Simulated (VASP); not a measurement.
A run of VASP 6.6.1:

Contents of INCAR:

```
ALGO = Normal ; EDIFF = 1E-6
ENCUT = 600 ; GGA = PE
GGA_COMPAT = F ; ISIF = 2
ISMEAR = 0 ; LASPH = T
LCHARG = T ; LELF = T
LREAL = F ; LVHAR = T
LWAVE = F ; NBANDS = 16
NELM = 120 ; PREC = Accurate
SIGMA = 0.01
```

File KPOINTS:

```
k-points
0
Gamma
  12 12 8
```

File POSCAR:

```
BN
1.0
    2.5360000000      0.0000000000      0.0000000000
   -1.2680000000      2.1962404240      0.0000000000
    0.0000000000      0.0000000000      4.1990000000
B N
2 2
Direct
    0.6666666667      0.3333333333      0.0000000000
    0.3333333333      0.6666666667      0.5000000000
    0.6666666667      0.3333333333      0.3750000000
    0.3333333333      0.6666666667      0.8750000000
```

Potentials or basis: VASP PAW PBE potentials, release 64 (B, N).

Launch:

```console
$ cat potpaw_PBE.64/B/POTCAR potpaw_PBE.64/N/POTCAR > POTCAR
$ mpirun -np 1 vasp_std > vasp.out
```

Hardware: 1 thread of Intel(R) Xeon(R) Platinum 8488C (Sapphire Rapids), on a shared host.

Question: Estimate the wall time of this run.

Answer: Run time: 21 s on 1 thread of Intel(R) Xeon(R) Platinum 8488C (Sapphire Rapids), on a shared host, peak memory 0.16 GiB. Counts: scf iterations 13, k points 95.
